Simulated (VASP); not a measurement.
# AlCo in VASP: further runs

The runs below take AlCo through single point, relaxation of cell and atoms, with revPBE, PBE+D3(BJ), PBE.

Program: VASP 6.6.1. These are calculated values, not measurements. Logs are shortened: lines on timing, memory, paths and dates and some standing lists are left out, and cuts for length are marked.

**1. The cell of the first run**

Symmetry: Pm-3m, No. 221, cubic system. The conventional cell has a = 2.868 Å, b = 2.868 Å, c = 2.868 Å, α = 90.00°, β = 90.00°, γ = 90.00°. Within 3.3 Å of Co (site symmetry m-3m) lie 8 Al at 2.48 Å and 6 Co at 2.87 Å. Within 3.3 Å of Al (site symmetry m-3m) lie 8 Co at 2.48 Å and 6 Al at 2.87 Å.

**2. Single point, revPBE, collinear spin, ferromagnetic start**

File INCAR:

```
SYSTEM = AlCo
  PREC = Accurate
  ENCUT = 520
  EDIFF = 1E-6
  ISMEAR = -1
  SIGMA = 0.05
  LREAL = .FALSE.
  LASPH = .TRUE.
  NELM = 150
  ALGO = Normal
  ISIF = 2
  LWAVE = .FALSE.
  LCHARG = .FALSE.
  ISPIN = 2
  MAGMOM = 2 0
  LORBIT = 11
  LMAXMIX = 4
  GGA = RE
  NBANDS = 17
```

File KPOINTS:

```
Automatic mesh
0
G
  9 9 9
  0 0 0
```

File POSCAR:

```
AlCo
1.0
    2.8682120249      0.0000000000      0.0000000000
    0.0000000000      2.8682120249      0.0000000000
    0.0000000000      0.0000000000      2.8682120249
Co Al
1 1
Direct
    0.5000000000      0.5000000000      0.5000000000
    0.0000000000      0.0000000000      0.0000000000
```

Potentials or basis: VASP PAW PBE potentials, release 64 (Co, Al).

Started as:

```bash
$ cat potpaw_PBE.64/Co/POTCAR potpaw_PBE.64/Al/POTCAR > POTCAR
$ mpirun -np 1 vasp_std > vasp.out
```

OUTCAR:

```text
SYSTEM = AlCo
   PREC = Accurate
   ENCUT = 520
   EDIFF = 1E-6
   ISMEAR = -1
   LREAL = .FALSE.
   LASPH = .TRUE.
   NELM = 150
   ISIF = 2
   ISPIN = 2
   LORBIT = 11
   GGA = RE

 ion  position               nearest neighbor table
   1  0.500  0.500  0.500-   2 2.48   2 2.48   2 2.48   2 2.48   2 2.48   2 2.48   2 2.48   2 2.48

   2  0.000  0.000  0.000-   1 2.48   1 2.48   1 2.48   1 2.48   1 2.48   1 2.48   1 2.48   1 2.48

  LATTYP: Found a simple cubic cell.
 ALAT       =     2.8682120249

  Lattice vectors:

 A1 = (   2.8682120249,   0.0000000000,   0.0000000000)
 A2 = (   0.0000000000,   2.8682120249,   0.0000000000)
 A3 = (   0.0000000000,   0.0000000000,   2.8682120249)

Analysis of symmetry for initial positions (statically):
=====================================================================
 Subroutine PRICEL returns:
 Original cell was already a primitive cell.

 Routine SETGRP: Setting up the symmetry group for a
 simple cubic supercell.

 Subroutine GETGRP returns: Found 48 space group operations
 (whereof 48 operations were pure point group operations)
 out of a pool of 48 trial point group operations.

The static configuration has the point symmetry O_h .

Analysis of symmetry for dynamics (positions and initial velocities):
=====================================================================
 Subroutine PRICEL returns:
 Original cell was already a primitive cell.

 Routine SETGRP: Setting up the symmetry group for a
 simple cubic supercell.

 Subroutine GETGRP returns: Found 48 space group operations
 (whereof 48 operations were pure point group operations)
 out of a pool of 48 trial point group operations.

The dynamic configuration has the point symmetry O_h .

Analysis of structural, dynamic, and magnetic symmetry:
=====================================================================
 Subroutine PRICEL returns:
 Original cell was already a primitive cell.

 Routine SETGRP: Setting up the symmetry group for a
 simple cubic supercell.

 Subroutine GETGRP returns: Found 48 space group operations
 (whereof 48 operations were pure point group operations)
 out of a pool of 48 trial point group operations.

The overall configuration has the point symmetry O_h .

 Subroutine INISYM returns: Found 48 space group operations
 (whereof 48 operations are pure point group operations),
 and found     1 'primitive' translations

----------------------------------------------------------------------------------------

                                     Primitive cell

  volume of cell :      23.5957

  direct lattice vectors                    reciprocal lattice vectors
     2.868212025  0.000000000  0.000000000     0.348649260  0.000000000  0.000000000
     0.000000000  2.868212025  0.000000000     0.000000000  0.348649260  0.000000000
     0.000000000  0.000000000  2.868212025     0.000000000  0.000000000  0.348649260

  length of vectors
     2.868212025  2.868212025  2.868212025     0.348649260  0.348649260  0.348649260

  position of ions in fractional coordinates (direct lattice)
     0.500000000  0.500000000  0.500000000
     0.000000000  0.000000000  0.000000000

  ion indices of the primitive-cell ions
   primitive index   ion index
                 1           1
                 2           2

----------------------------------------------------------------------------------------

 KPOINTS: Automatic mesh

Automatic generation of k-mesh.
 Grid dimensions read from file:
 generate k-points for:    9    9    9

 Generating k-lattice:

  Cartesian coordinates                     Fractional coordinates (reciprocal lattice)
     0.038738807  0.000000000  0.000000000     0.111111111  0.000000000  0.000000000
     0.000000000  0.038738807  0.000000000     0.000000000  0.111111111  0.000000000
     0.000000000  0.000000000  0.038738807     0.000000000  0.000000000  0.111111111

  Length of vectors
     0.038738807  0.038738807  0.038738807

  Shift w.r.t. Gamma in fractional coordinates (k-lattice)
     0.000000000  0.000000000  0.000000000

 Subroutine IBZKPT returns following result:
 ===========================================

 Found     35 irreducible k-points:

 Following reciprocal coordinates:
            Coordinates               Weight
  0.000000  0.000000  0.000000      1.000000
  0.111111  0.000000  0.000000      6.000000
  0.222222  0.000000  0.000000      6.000000
  0.333333  0.000000  0.000000      6.000000
  0.444444  0.000000  0.000000      6.000000
  0.111111  0.111111  0.000000     12.000000
[... 16 lines left out ...]
  0.333333  0.333333  0.111111     24.000000
  0.444444  0.333333  0.111111     48.000000
 [... further k-points ...]
   k-points           NKPTS =     35   k-points in BZ     NKDIM =     35   number of bands    NBANDS=     17
   number of dos      NEDOS =    301   number of ions     NIONS =      2
   total plane-waves  NPLWV =  13824
   dimension x,y,z NGX =    24 NGY =   24 NGZ =   24
   dimension x,y,z NGXF=    48 NGYF=   48 NGZF=   48
   ions per type =               1   1
   NGX,Y,Z   is equivalent  to a cutoff of  13.91, 13.91, 13.91 a.u.
   NGXF,Y,Z  is equivalent  to a cutoff of  27.82, 27.82, 27.82 a.u.
 SYSTEM =  AlCo
   PREC   = accura    normal or accurate (medium, high low for compatibility)
   ISTART =      0    job   : 0-new  1-cont  2-samecut
   ICHARG =      2    charge: 1-file 2-atom 10-const
   ISPIN  =      2    spin polarized calculation?
   LNONCOLLINEAR =      F non collinear calculations
   LSORBIT =      F    spin-orbit coupling
   LASPH  =      T    aspherical Exc in radial PAW
   ENCUT  =  520.0 eV  38.22 Ry    6.18 a.u.   5.33  5.33  5.33*2*pi/ulx,y,z
   NELM   =    150;   NELMIN=  2; NELMDL= -5     # of ELM steps
   EDIFF  = 0.1E-05   stopping-criterion for ELM
   LREAL  =      F    real-space projection
   EDIFFG = 0.1E-04   stopping-criterion for IOM
   NSW    =      0    number of steps for IOM
   IBRION =     -1    ionic relax: 0-MD 1-quasi-New 2-CG
   NFREE  =      0    steps in history (QN), initial steepest desc. (CG)
   ISIF   =      2    stress and relaxation
   ISYM   =      2    0-nonsym 1-usesym 2-fastsym
   POTIM  = 0.5000    time-step for ionic-motion
   TEBEG  =    0.0;   TEEND  =   0.0 temperature during run
   PSTRESS=    0.0 pullay stress
   NELECT =      12.0000    total number of electrons
   NUPDOWN=      -1.0000    fix difference up-down
   EMIN   =  10.00;   EMAX   =-10.00  energy-range for DOS
   EFERMI =   0.00;   METHOD = LEGACY
   ISMEAR =    -1;   SIGMA  =   0.05  broadening in eV -4-tet -1-fermi 0-gaus
   EFERMI_NEDOS =   21; number of points for ismear=-14 and -15
   IALGO  =     38    algorithm
   IMIX   =      4    mixing-type and parameters
     AMIX     =   0.40;   BMIX     =  1.00
     AMIX_MAG =   1.60;   BMIX_MAG =  1.00
  volume/ion in A,a.u.               =      11.80        79.62
  Fermi-wavevector in a.u.,A,eV,Ry     =   1.306744  2.469389 23.233050  1.707581
  Thomas-Fermi vector in A             =   2.437526
   LORBIT       =     11    0 simple, 1 ext, 2 COOP (PROOUT), +10 PAW based schemes
   GGA     = RE    functional components
   LHFCALC =     F    Hartree Fock is set to
   AEXX    =    0.0000 exact exchange contribution
   IVDW    =     0    specifies the selected vdW correction
   LEPSILON=     F    determine dielectric tensor
   LRPA    =     F    only Hartree local field effects (RPA)
 spin polarized calculation
  energy-cutoff  :      520.00
  volume of cell :       23.60
 maximum number of plane-waves:       655
 NGX is ok and might be reduce to    24
   NGX = 11   NGY = 11   NGZ = 11

 number of electron      11.9999999 magnetization      -0.0036643

 number of electron      11.9999999 magnetization       0.0000972

 Free energy of the ion-electron system (eV)
  ---------------------------------------------------
  ext. energy  EPLUGINS =         0.00000000
  ---------------------------------------------------
  free energy    TOTEN  =       -11.34858514 eV

  energy without entropy =      -11.34357069  energy(sigma->0) =      -11.34607791

 E-fermi :  10.3990     XC(G=0): -12.1104

 val. band max:       10.3551513071   @ k =   0.4444   0.4444   0.1111
 cond. band min:      10.5103594319   @ k =   0.4444   0.3333   0.0000
 fundamental gap:      0.1552081248
 Fermi energy:        10.3990000584

 spin component 1

 k-point     1 :       0.0000    0.0000    0.0000
  band No.  band energies     occupation
      1      -0.5361      1.00000
      2       7.5359      1.00000
      3       7.5359      1.00000
      4       9.5829      1.00000
      5       9.5829      1.00000
      6       9.5829      1.00000
[... 9 lines left out ...]
     16      33.7987      0.00000
     17      33.7987      0.00000
[... 441 lines left out ...]
 k-point    24 :       0.4444    0.3333    0.1111
  band No.  band energies     occupation
      1       4.5574      1.00000
      2       6.2410      1.00000
      3       7.7545      1.00000
      4       8.4069      1.00000
      5       9.1072      1.00000
      6       9.2238      1.00000
[... 9 lines left out ...]
     16      31.7211      0.00000
     17      33.2888      0.00000

 [... further k-points ...]

 spin component 2

 k-point     1 :       0.0000    0.0000    0.0000
  band No.  band energies     occupation
      1      -0.5363      1.00000
      2       7.5364      1.00000
      3       7.5364      1.00000
      4       9.5830      1.00000
      5       9.5830      1.00000
      6       9.5830      1.00000
[... 9 lines left out ...]
     16      33.7985      0.00000
     17      33.7985      0.00000
[... 441 lines left out ...]
 k-point    24 :       0.4444    0.3333    0.1111
  band No.  band energies     occupation
      1       4.5572      1.00000
      2       6.2409      1.00000
      3       7.7545      1.00000
      4       8.4073      1.00000
      5       9.1073      1.00000
      6       9.2238      1.00000
[... 9 lines left out ...]
     16      31.7210      0.00000
     17      33.2886      0.00000

 [... further k-points ...]

------------------------ aborting loop because EDIFF is reached ----------------------------------------

  FORCE on cell =-STRESS in cart. coord.  units (eV):
  Direction    XX          YY          ZZ          XY          YZ          ZX
  --------------------------------------------------------------------------------------
  -------------------------------------------------------------------------------------
  Total       -0.0245660     -0.0245660     -0.0245660      0.0000000      0.0000000      0.0000000
  in kB       -1.6680590     -1.6680590     -1.6680590      0.0000000      0.0000000      0.0000000
  external PRESSURE =      -1.6680590 kB  Pullay stress =       0.0000000 kB

 VOLUME and BASIS-vectors are now :
 -----------------------------------------------------------------------------
  energy-cutoff  :      520.00
  volume of cell :       23.60
      direct lattice vectors                 reciprocal lattice vectors
     2.868212025  0.000000000  0.000000000     0.348649260  0.000000000  0.000000000
     0.000000000  2.868212025  0.000000000     0.000000000  0.348649260  0.000000000
     0.000000000  0.000000000  2.868212025     0.000000000  0.000000000  0.348649260

 POSITION                                       TOTAL-FORCE (eV/Angst)
 -----------------------------------------------------------------------------------
      1.43411      1.43411      1.43411         0.000000      0.000000      0.000000
      0.00000      0.00000      0.00000         0.000000      0.000000      0.000000
 -----------------------------------------------------------------------------------
    total drift:                                0.000000      0.000000     -0.000000

  FREE ENERGIE OF THE ION-ELECTRON SYSTEM (eV)
  ---------------------------------------------------
  free  energy   TOTEN  =       -11.3485851352 eV

  energy  without entropy=      -11.3435706872  energy(sigma->0) =      -11.34607791

 total charge

# of ion       s       p       d       tot
------------------------------------------
    1        0.427   0.493   7.492   8.412
    2        0.394   0.420   0.000   0.814
--------------------------------------------------
tot          0.821   0.913   7.492   9.227

 magnetization (x)

# of ion       s       p       d       tot
------------------------------------------
    1       -0.000  -0.000   0.000   0.000
    2       -0.000  -0.000   0.000  -0.000
--------------------------------------------------
tot         -0.000  -0.000   0.000   0.000
```

It took 14 s on 1 thread of Intel Xeon Platinum 8488C (Sapphire Rapids), shared host; peak memory 0.15 GiB.

Results:

| Item | Value |
| --- | --- |
| Free energy | -11.3486 eV |
| Pressure | -0.2 GPa |
| Band gap on the k mesh | zero (filled and empty bands overlap) |
| Net moment | 0.00 μB per cell |
| Valence electrons inside the program's atomic spheres | Co 8.41; Al 0.81 |

Levels at points of the mesh, in eV from the Fermi level:
Spin up:
```csv
k point,band 3,band 4,band 5,band 6,band 7,band 8,band 9,band 10
"(0.00, 0.00, 0.00)",-2.86,-0.82,-0.82,-0.82,5.90,5.90,5.90,8.63
```
Spin down:
```csv
k point,band 3,band 4,band 5,band 6,band 7,band 8,band 9,band 10
"(0.00, 0.00, 0.00)",-2.86,-0.82,-0.82,-0.82,5.90,5.90,5.90,8.63
```

Caveat: the PAW data sets were made with another functional, which shifts forces and pressure a little.

**3. Relaxation of cell and atoms, PBE+D3(BJ), collinear spin, ferromagnetic start**

This run uses another cell than the first one, of 11.21 Å³/atom.

File INCAR:

```
ALGO = Normal
EDIFF = 1E-6
EDIFFG = -0.01
ENCUT = 600
GGA = PE
IBRION = 2
ISIF = 3
ISMEAR = -1
ISPIN = 2
IVDW = 12
LASPH = T
LCHARG = F
LMAXMIX = 4
LORBIT = 11
LREAL = F
LWAVE = F
MAGMOM = 2 0
NELM = 150
NSW = 60
PREC = Accurate
SIGMA = 0.05
```

File KPOINTS:

```
k-points
0
Gamma
  9 9 9
```

File POSCAR:

```
AlCo
1.0
    2.8194032100      0.0000000000      0.0000000000
    0.0000000000      2.8194032100      0.0000000000
    0.0000000000      0.0000000000      2.8194032100
Co Al
1 1
Direct
    0.5000000000      0.5000000000      0.5000000000
    0.0000000000      0.0000000000      0.0000000000
```

Potentials or basis: VASP PAW PBE potentials, release 64 (Co, Al).

Started as:

```bash
$ cat potpaw_PBE.64/Co/POTCAR potpaw_PBE.64/Al/POTCAR > POTCAR
$ mpirun -np 1 vasp_std > vasp.out
```

Wall time 10 s (1 thread of Intel Xeon Platinum 8488C (Sapphire Rapids), shared host); peak memory 0.17 GiB.

The run converged. Its results:

| Item | Value |
| --- | --- |
| Free energy | -12.8778 eV |
| Pressure after relaxing | -0.1 GPa |
| Band gap on the k mesh | zero (filled and empty bands overlap) |
| Net moment | 0.00 μB per cell |
| Valence electrons inside the program's atomic spheres | Co 8.51; Al 0.84 |
| Dispersion energy per atom | -0.449 eV |

Final structure:
```
Co Al
1.0
     2.81940    0.00000    0.00000
     0.00000    2.81940    0.00000
     0.00000    0.00000    2.81940
Co Al
1 1
Direct
  0.50000 0.50000 0.50000
  0.00000 0.00000 0.00000
```

Levels at points of the mesh, in eV from the Fermi level:
Spin up:
| k point | band 4 | band 5 | band 6 | band 7 | band 8 | band 9 |
| --- | --- | --- | --- | --- | --- | --- |
| (0.00, 0.00, 0.00) | -0.88 | -0.88 | -0.88 | 6.13 | 6.13 | 6.13 |
Spin down:
```csv
k point,band 4,band 5,band 6,band 7,band 8,band 9
"(0.00, 0.00, 0.00)",-0.87,-0.87,-0.87,6.13,6.13,6.13
```

Caveat: the relaxation stopped at its first step, so nothing moved.

(Part 1 of 2 ends here.)
